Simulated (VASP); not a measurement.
Here is a VASP 6.6.1 calculation.

File POSCAR:

```
SiC
1.0
    3.0655224490      0.0000000000      0.0000000000
   -1.5327612245      2.6548203167      0.0000000000
    0.0000000000      0.0000000000      5.0315826289
Si C
2 2
Direct
    0.6666666667      0.3333333333      0.5046029555
    0.3333333333      0.6666666667      0.0046029555
    0.6666666667      0.3333333333      0.8803970445
    0.3333333333      0.6666666667      0.3803970445
```

INCAR.step1

```
PREC     = Accurate       # precision mode
ENCUT    = 520            # plane-wave cutoff, eV
ISMEAR   = -1             # smearing method
SIGMA    = 0.05           # smearing width, eV
LREAL    = False          # projectors in reciprocal space
LASPH    = True           # aspherical terms in the spheres
NELM     = 60             # most SCF steps
NBANDS   = 16             # bands
GGA      = PE             # functional
ALGO     = Normal         # electronic algorithm
EDIFF    = 1E-4           # SCF threshold, eV
LWAVE    = True           # write WAVECAR
LCHARG   = False          # write CHGCAR
```

Contents of INCAR.step2:

```
PREC     = Accurate       # precision mode
ENCUT    = 520            # plane-wave cutoff, eV
EDIFF    = 1E-7           # SCF threshold, eV
ISMEAR   = -1             # smearing method
SIGMA    = 0.05           # smearing width, eV
LREAL    = False          # projectors in reciprocal space
LASPH    = True           # aspherical terms in the spheres
NELM     = 60             # most SCF steps
ALGO     = Normal         # electronic algorithm
ISIF     = 2              # what is computed and relaxed
LWAVE    = False          # write WAVECAR
LCHARG   = True           # write CHGCAR
METAGGA  = R2SCAN         # meta-GGA
LMIXTAU  = True         
IVDW     = 12             # dispersion correction
VDW_S6   = 1.0          
VDW_S8   = 0.78981345   
VDW_A1   = 0.49484001   
VDW_A2   = 5.73083694   
LELF     = True           # ELF
LVHAR    = True         
NBANDS   = 16             # bands
ISTART   = 1
```

The input KPOINTS:

```
Automatic mesh
0
Gamma
  10 10 5
```

Potentials or basis: VASP PAW PBE potentials, release 64 (Si, C).

Run with:

```bash
$ cat potpaw_PBE.64/Si/POTCAR potpaw_PBE.64/C/POTCAR > POTCAR
$ cp INCAR.step1 INCAR
$ mpirun -np 1 vasp_std > vasp.out
$ cp INCAR.step2 INCAR
$ mpirun -np 1 vasp_std > vasp.out
```

Question: Predict the band gap on the k mesh.

Answer: 2.81 eV, indirect (least direct gap 4.51 eV).

Question: What does it give for the dispersion energy per atom?

Answer: -0.143 eV.

Question: What does it give for the pressure?

Answer: -0.2 GPa.

Caveat: the PAW data sets were made with another functional, which shifts forces and pressure a little. r2SCAN opens gaps a little over a GGA but as a rule still falls short of measured ones.
